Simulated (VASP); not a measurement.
# AlGa3N2 (P3m1) in VASP: notebook

AlGa3N2 is run at these levels: PBE; tasks: single point.

Program: VASP 6.6.1. These are calculated values, not measurements. Logs are shortened: lines on timing, memory, paths and dates and some standing lists are left out, and cuts for length are marked.

### Step 1. The cell of the first run

The structure is trigonal, space group P3m1 (No. 156). The conventional cell has a = 3.110 Å, b = 3.110 Å, c = 9.131 Å, α = 90.00°, β = 90.00°, γ = 120.00°. Within 2.5 Å of Al (site symmetry 3m) lie 4 N at 1.85 to 1.89 Å. Within 2.6 Å of Ga (site symmetry 3m) lie 3 N at 1.93 Å and 1 Ga at 2.39 Å. Ga (site symmetry 3m) has 1 N at 1.92 Å and 3 Ga at 2.46 Å within 2.5 Å. Within 3.2 Å of Ga (site symmetry 3m) lie 10 Ga at 2.39 to 3.11 Å. N (site symmetry 3m) has 1 Al at 1.85 Å and 3 Ga at 1.93 Å within 2.5 Å. N (site symmetry 3m) has 3 Al at 1.89 Å and 1 Ga at 1.92 Å within 2.5 Å.

### Step 2. Single point, PBE (12.75 Å³/atom)

Contents of INCAR:

```
PREC     = Accurate       # precision mode
ENCUT    = 520            # plane-wave cutoff, eV
EDIFF    = 1E-6           # SCF threshold, eV
ISMEAR   = 0              # smearing method
SIGMA    = 0.1            # smearing width, eV
LREAL    = F              # projectors in reciprocal space
LASPH    = T              # aspherical terms in the spheres
NELM     = 100            # most SCF steps
ALGO     = Normal         # electronic algorithm
ISIF     = 2              # what is computed and relaxed
LWAVE    = F              # write WAVECAR
LCHARG   = F              # write CHGCAR
GGA      = PE             # functional
NBANDS   = 35             # bands
```

Contents of KPOINTS:

```
Automatic mesh
0
Gamma
  12 12 4
```

Contents of POSCAR:

```
AlGa3N2
1.0
    3.1098226350      0.0000000000      0.0000000000
   -1.5549113175      2.6931854032      0.0000000000
    0.0000000000      0.0000000000      9.1310952023
Al Ga N
1 3 2
Direct
    0.3333333333      0.6666666667      0.2543581659
    0.0000000000      0.0000000000      0.9740699440
    0.6666666667      0.3333333333      0.5274491263
    0.0000000000      0.0000000000      0.7120558204
    0.3333333333      0.6666666667      0.0518136780
    0.6666666667      0.3333333333      0.3172532652
```

Potentials or basis: VASP PAW PBE potentials, release 64 (Al, Ga_d, N).

Launch:

```bash
$ cat potpaw_PBE.64/Al/POTCAR potpaw_PBE.64/Ga_d/POTCAR potpaw_PBE.64/N/POTCAR > POTCAR
$ mpirun -np 1 vasp_std > vasp.out
```

OUTCAR:

```text
PREC = Accurate
   ENCUT = 520
   EDIFF = 1E-6
   ISMEAR = 0
   LREAL = F
   LASPH = T
   NELM = 100
   ISIF = 2
   GGA = PE

 ion  position               nearest neighbor table
   1  0.333  0.667  0.254-   5 1.85   6 1.89   6 1.89   6 1.89   3 3.07   3 3.07   3 3.07   2 3.13
                             2 3.13   2 3.13
   2  0.000  0.000  0.974-   5 1.93   5 1.93   5 1.93   4 2.39   1 3.13   1 3.13   1 3.13
   3  0.667  0.333  0.527-   6 1.92   4 2.46   4 2.46   4 2.46   1 3.07   1 3.07   1 3.07
   4  0.000  0.000  0.712-   2 2.39   3 2.46   3 2.46   3 2.46
   5  0.333  0.667  0.052-   1 1.85   2 1.93   2 1.93   2 1.93
   6  0.667  0.333  0.317-   1 1.89   1 1.89   1 1.89   3 1.92

  LATTYP: Found a hexagonal cell.
 ALAT       =     3.1098226350
 C/A-ratio  =     2.9362109271

  Lattice vectors:

 A1 = (   3.1098226350,   0.0000000000,   0.0000000000)
 A2 = (  -1.5549113175,   2.6931854032,   0.0000000000)
 A3 = (   0.0000000000,   0.0000000000,   9.1310952023)

Analysis of symmetry for initial positions (statically):
=====================================================================
 Subroutine PRICEL returns:
 Original cell was already a primitive cell.

 Routine SETGRP: Setting up the symmetry group for a
 hexagonal supercell.

 Subroutine GETGRP returns: Found  6 space group operations
 (whereof  6 operations were pure point group operations)
 out of a pool of 24 trial point group operations.

The static configuration has the point symmetry C_3v.

Analysis of symmetry for dynamics (positions and initial velocities):
=====================================================================
 Subroutine PRICEL returns:
 Original cell was already a primitive cell.

 Routine SETGRP: Setting up the symmetry group for a
 hexagonal supercell.

 Subroutine GETGRP returns: Found  6 space group operations
 (whereof  6 operations were pure point group operations)
 out of a pool of 24 trial point group operations.

The dynamic configuration has the point symmetry C_3v.

 Subroutine INISYM returns: Found  6 space group operations
 (whereof  6 operations are pure point group operations),
 and found     1 'primitive' translations

----------------------------------------------------------------------------------------

                                     Primitive cell

  volume of cell :      76.4759

  direct lattice vectors                    reciprocal lattice vectors
     3.109822635  0.000000000  0.000000000     0.321561747  0.185653761  0.000000000
    -1.554911318  2.693185403  0.000000000     0.000000000  0.371307523  0.000000000
     0.000000000  0.000000000  9.131095202     0.000000000  0.000000000  0.109515888

  length of vectors
     3.109822635  3.109822635  9.131095202     0.371307523  0.371307523  0.109515888

  position of ions in fractional coordinates (direct lattice)
     0.333333333  0.666666667  0.254358166
     0.000000000  0.000000000  0.974069944
     0.666666667  0.333333333  0.527449126
     0.000000000  0.000000000  0.712055820
     0.333333333  0.666666667  0.051813678
     0.666666667  0.333333333  0.317253265

  ion indices of the primitive-cell ions
   primitive index   ion index
                 1           1
                 2           2
                 3           3
                 4           4
                 5           5
                 6           6

----------------------------------------------------------------------------------------

 KPOINTS: Automatic mesh

Automatic generation of k-mesh.
 Grid dimensions read from file:
 generate k-points for:   12   12    4

 Generating k-lattice:

  Cartesian coordinates                     Fractional coordinates (reciprocal lattice)
     0.026796812  0.015471147  0.000000000     0.083333333  0.000000000  0.000000000
     0.000000000  0.030942294  0.000000000     0.000000000  0.083333333  0.000000000
     0.000000000  0.000000000  0.027378972     0.000000000  0.000000000  0.250000000

  Length of vectors
     0.030942294  0.030942294  0.027378972

  Shift w.r.t. Gamma in fractional coordinates (k-lattice)
     0.000000000  0.000000000  0.000000000

 Subroutine IBZKPT returns following result:
 ===========================================

 Found     69 irreducible k-points:

 Following reciprocal coordinates:
            Coordinates               Weight
  0.000000  0.000000  0.000000      1.000000
  0.083333 -0.000000  0.000000      6.000000
  0.166667  0.000000  0.000000      6.000000
  0.250000  0.000000  0.000000      6.000000
  0.333333 -0.000000  0.000000      6.000000
  0.416667 -0.000000  0.000000      6.000000
[... 16 lines left out ...]
  0.166667  0.000000  0.250000      6.000000
  0.000000  0.166667  0.250000      6.000000
 [... further k-points ...]
   k-points           NKPTS =     69   k-points in BZ     NKDIM =     69   number of bands    NBANDS=     35
   number of dos      NEDOS =    301   number of ions     NIONS =      6
   total plane-waves  NPLWV =  40320
   dimension x,y,z NGX =    24 NGY =   24 NGZ =   70
   dimension x,y,z NGXF=    48 NGYF=   48 NGZF=  140
   ions per type =               1   3   2
   NGX,Y,Z   is equivalent  to a cutoff of  12.83, 12.83, 12.74 a.u.
   NGXF,Y,Z  is equivalent  to a cutoff of  25.66, 25.66, 25.49 a.u.
 SYSTEM =  unknown system
   PREC   = accura    normal or accurate (medium, high low for compatibility)
   ISTART =      0    job   : 0-new  1-cont  2-samecut
   ICHARG =      2    charge: 1-file 2-atom 10-const
   ISPIN  =      1    spin polarized calculation?
   LNONCOLLINEAR =      F non collinear calculations
   LSORBIT =      F    spin-orbit coupling
   LASPH  =      T    aspherical Exc in radial PAW
   ENCUT  =  520.0 eV  38.22 Ry    6.18 a.u.   5.78  5.78 16.98*2*pi/ulx,y,z
   NELM   =    100;   NELMIN=  2; NELMDL= -5     # of ELM steps
   EDIFF  = 0.1E-05   stopping-criterion for ELM
   LREAL  =      F    real-space projection
   EDIFFG = 0.1E-04   stopping-criterion for IOM
   NSW    =      0    number of steps for IOM
   IBRION =     -1    ionic relax: 0-MD 1-quasi-New 2-CG
   NFREE  =      0    steps in history (QN), initial steepest desc. (CG)
   ISIF   =      2    stress and relaxation
   ISYM   =      2    0-nonsym 1-usesym 2-fastsym
   POTIM  = 0.5000    time-step for ionic-motion
   TEBEG  =    0.0;   TEEND  =   0.0 temperature during run
   PSTRESS=    0.0 pullay stress
   NELECT =      52.0000    total number of electrons
   NUPDOWN=      -1.0000    fix difference up-down
   EMIN   =  10.00;   EMAX   =-10.00  energy-range for DOS
   EFERMI =   0.00;   METHOD = LEGACY
   ISMEAR =     0;   SIGMA  =   0.10  broadening in eV -4-tet -1-fermi 0-gaus
   EFERMI_NEDOS =   21; number of points for ismear=-14 and -15
   IALGO  =     38    algorithm
   IMIX   =      4    mixing-type and parameters
     AMIX     =   0.40;   BMIX     =  1.00
     AMIX_MAG =   1.60;   BMIX_MAG =  1.00
  volume/ion in A,a.u.               =      12.75        86.01
  Fermi-wavevector in a.u.,A,eV,Ry     =   1.439575  2.720403 28.196399  2.072377
  Thomas-Fermi vector in A             =   2.558415
   LORBIT       =      0    0 simple, 1 ext, 2 COOP (PROOUT), +10 PAW based schemes
   GGA     = PE    functional components
   LHFCALC =     F    Hartree Fock is set to
   AEXX    =    0.0000 exact exchange contribution
   IVDW    =     0    specifies the selected vdW correction
   LEPSILON=     F    determine dielectric tensor
   LRPA    =     F    only Hartree local field effects (RPA)
 non-spin polarized calculation
 Gauss-broadening in eV      SIGMA  =   0.10
  energy-cutoff  :      520.00
  volume of cell :       76.48
 maximum number of plane-waves:      2080
   NGX = 11   NGY = 11   NGZ = 33

 number of electron      52.0000018 magnetization

 Free energy of the ion-electron system (eV)
  ---------------------------------------------------
  ext. energy  EPLUGINS =         0.00000000
  ---------------------------------------------------
  free energy    TOTEN  =       -31.72696638 eV

  energy without entropy =      -31.72295937  energy(sigma->0) =      -31.72496288

 E-fermi :   7.9183     XC(G=0): -11.4466

 val. band max:        7.7663622849   @ k =   0.3333   0.1667   0.2500
 cond. band min:       7.9524722959   @ k =   0.4167   0.0833   0.0000
 fundamental gap:      0.1861100109
 Fermi energy:         7.9182887490

 k-point     1 :       0.0000    0.0000    0.0000
  band No.  band energies     occupation
      1     -10.2588      2.00000
      2      -9.4023      2.00000
      3      -8.0748      2.00000
      4      -8.0748      2.00000
      5      -8.0069      2.00000
      6      -7.9501      2.00000
[... 27 lines left out ...]
     34      16.1743      0.00000
     35      16.6659      0.00000

 k-point     2 :       0.0833   -0.0000    0.0000
  band No.  band energies     occupation
      1     -10.1878      2.00000
      2      -9.3600      2.00000
      3      -8.0811      2.00000
      4      -8.0691      2.00000
      5      -7.9884      2.00000
      6      -7.9528      2.00000
[... 27 lines left out ...]
     34      16.3008      0.00000
     35      16.7210      0.00000

 k-point     3 :       0.1667    0.0000    0.0000
  band No.  band energies     occupation
      1      -9.9895      2.00000
      2      -9.2527      2.00000
      3      -8.0917      2.00000
      4      -8.0558      2.00000
      5      -7.9785      2.00000
      6      -7.9255      2.00000
[... 27 lines left out ...]
     34      16.0422      0.00000
     35      16.3203      0.00000

 k-point     4 :       0.2500    0.0000    0.0000
  band No.  band energies     occupation
      1      -9.7106      2.00000
      2      -9.1286      2.00000
      3      -8.1014      2.00000
      4      -8.0431      2.00000
      5      -7.9955      2.00000
      6      -7.8777      2.00000
[... 27 lines left out ...]
     34      15.7095      0.00000
     35      16.0835      0.00000

 k-point     5 :       0.3333   -0.0000    0.0000
  band No.  band energies     occupation
      1      -9.4323      2.00000
      2      -9.0270      2.00000
      3      -8.1096      2.00000
      4      -8.0357      2.00000
      5      -8.0149      2.00000
      6      -7.8340      2.00000
[... 638 lines left out ...]
 k-point    22 :       0.0000    0.0833    0.2500
  band No.  band energies     occupation
      1     -10.1842      2.00000
      2      -9.3657      2.00000
      3      -8.0796      2.00000
      4      -8.0691      2.00000
      5      -7.9666      2.00000
      6      -7.9467      2.00000
[... 27 lines left out ...]
     34      16.2626      0.00000
     35      16.7958      0.00000

 k-point    23 :       0.1667    0.0000    0.2500
  band No.  band energies     occupation
      1      -9.9864      2.00000
      2      -9.2571      2.00000
      3      -8.0890      2.00000
      4      -8.0558      2.00000
      5      -7.9733      2.00000
      6      -7.9164      2.00000
[... 27 lines left out ...]
     34      16.1998      0.00000
     35      16.4667      0.00000

 k-point    24 :       0.0000    0.1667    0.2500
  band No.  band energies     occupation
      1      -9.9868      2.00000
      2      -9.2564      2.00000
      3      -8.0893      2.00000
      4      -8.0559      2.00000
      5      -7.9775      2.00000
      6      -7.9164      2.00000
[... 27 lines left out ...]
     34      16.2256      0.00000
     35      16.2990      0.00000

 [... further k-points ...]

------------------------ aborting loop because EDIFF is reached ----------------------------------------

  FORCE on cell =-STRESS in cart. coord.  units (eV):
  Direction    XX          YY          ZZ          XY          YZ          ZX
  --------------------------------------------------------------------------------------
  -------------------------------------------------------------------------------------
  Total        6.3141726      6.3141726      6.4138149      0.0000000     -0.0000000      0.0000000
  in kB      132.2824672    132.2824672    134.3699829      0.0000000     -0.0000000      0.0000000
  external PRESSURE =     132.9783058 kB  Pullay stress =       0.0000000 kB

 VOLUME and BASIS-vectors are now :
 -----------------------------------------------------------------------------
  energy-cutoff  :      520.00
  volume of cell :       76.48
      direct lattice vectors                 reciprocal lattice vectors
     3.109822635  0.000000000  0.000000000     0.321561747  0.185653761  0.000000000
    -1.554911318  2.693185403  0.000000000     0.000000000  0.371307523  0.000000000
     0.000000000  0.000000000  9.131095202     0.000000000  0.000000000  0.109515888

 POSITION                                       TOTAL-FORCE (eV/Angst)
 -----------------------------------------------------------------------------------
     -0.00000      1.79546      2.32257         0.000000     -0.000000      0.004621
      0.00000      0.00000      8.89433         0.000000     -0.000000      0.016431
      1.55491      0.89773      4.81619         0.000000      0.000000     -0.013053
      0.00000      0.00000      6.50185         0.000000     -0.000000      0.006915
     -0.00000      1.79546      0.47312        -0.000000      0.000000      0.001407
      1.55491      0.89773      2.89687        -0.000000     -0.000000     -0.016321
 -----------------------------------------------------------------------------------
    total drift:                                0.000001      0.000000     -0.000193

  FREE ENERGIE OF THE ION-ELECTRON SYSTEM (eV)
  ---------------------------------------------------
  free  energy   TOTEN  =       -31.7269663808 eV

  energy  without entropy=      -31.7229593731  energy(sigma->0) =      -31.72496288
```

Wall time 3 min (1 thread of Intel Xeon Platinum 8259CL at 2.50GHz (Skylake/Cascade Lake), shared host); peak memory 0.29 GiB.

Results:

```
Free energy            : -31.7270 eV
Pressure               : 13.3 GPa
Largest force          : 0.016 eV/Å
Band gap on the k mesh : zero (bands 26 and 27 overlap by 3.32 eV)
```

Forces in eV/Å, atoms in the order of the input:
```
Al   0.000  0.000  0.005
Ga   0.000  0.000  0.016
Ga   0.000  0.000 -0.013
Ga   0.000  0.000  0.007
N    0.000  0.000  0.001
N    0.000  0.000 -0.016
```

Caveat: the cell stands under pressure.

### Step 3. Single point, PBE

This run uses another cell than the first one, of 14.01 Å³/atom.

Contents of INCAR:

```
SYSTEM = AlGa3N2
PREC     = Accurate       ! precision mode
ENCUT    = 520            ! plane-wave cutoff, eV
EDIFF    = 1E-7           ! SCF threshold, eV
ISMEAR   = 0              ! smearing method
SIGMA    = 0.1            ! smearing width, eV
LREAL    = .FALSE.        ! projectors in reciprocal space
LASPH    = .TRUE.         ! aspherical terms in the spheres
NELM     = 60             ! most SCF steps
ALGO     = Normal         ! electronic algorithm
ISIF     = 2              ! what is computed and relaxed
LWAVE    = .FALSE.        ! write WAVECAR
LCHARG   = .TRUE.         ! write CHGCAR
GGA      = PE             ! functional
LELF     = .TRUE.         ! ELF
LVHAR    = .TRUE.       
NBANDS   = 35             ! bands
```

Contents of KPOINTS:

```
regular mesh
0
G
  12 12 4
  0 0 0
```

Contents of POSCAR:

```
AlGa3N2
1.0
    3.2203639377      0.0000000000      0.0000000000
   -1.6101819689      2.7889169795      0.0000000000
    0.0000000000      0.0000000000      9.3571331553
Al Ga N
1 3 2
Direct
    0.3333333333      0.6666666667      0.2547017569
    0.0000000000      0.0000000000      0.9773746352
    0.6666666667      0.3333333333      0.5265661071
    0.0000000000      0.0000000000      0.7102000672
    0.3333333333      0.6666666667      0.0523682697
    0.6666666667      0.3333333333      0.3157891638
```

Potentials or basis: VASP PAW PBE potentials, release 64 (Al, Ga_d, N).

Launch:

```bash
$ cat potpaw_PBE.64/Al/POTCAR potpaw_PBE.64/Ga_d/POTCAR potpaw_PBE.64/N/POTCAR > POTCAR
$ mpirun -np 1 vasp_std > vasp.out
```

Run time: 2.9 min. Hardware: 1 thread of Intel Xeon Platinum 8259CL at 2.50GHz (Skylake/Cascade Lake), shared host; peak memory 0.3 GiB.

It converged, with:

| Quantity | Value |
| --- | --- |
| Free energy | -32.0193 eV |
| Pressure | 0.0 GPa |
| Largest force | 0.020 eV/Å |
| Band gap on the k mesh | zero (bands 26 and 27 overlap by 2.95 eV) |

Forces in eV/Å, atoms in the order of the input:
```
Al   0.000  0.000 -0.007
Ga   0.000  0.000 -0.004
Ga   0.000  0.000  0.005
Ga   0.000  0.000  0.009
N    0.000  0.000  0.017
N    0.000  0.000 -0.020
```

Levels at points of the mesh, in eV from the Fermi level:
| k point | band 24 | band 25 | band 26 | band 27 | band 28 | band 29 |
| --- | --- | --- | --- | --- | --- | --- |
| (0.00, 0.00, 0.00) | -2.57 | -2.57 | -0.87 | 2.45 | 3.40 | 6.26 |
| (0.50, 0.00, 0.00) | -4.29 | -3.70 | -2.55 | -0.08 | 2.44 | 2.65 |
| (0.00, 0.00, 0.50) | -2.57 | -2.57 | 0.82 | 1.22 | 3.58 | 6.18 |
| (0.50, 0.00, 0.50) | -4.41 | -3.71 | -2.17 | 0.51 | 1.85 | 2.07 |
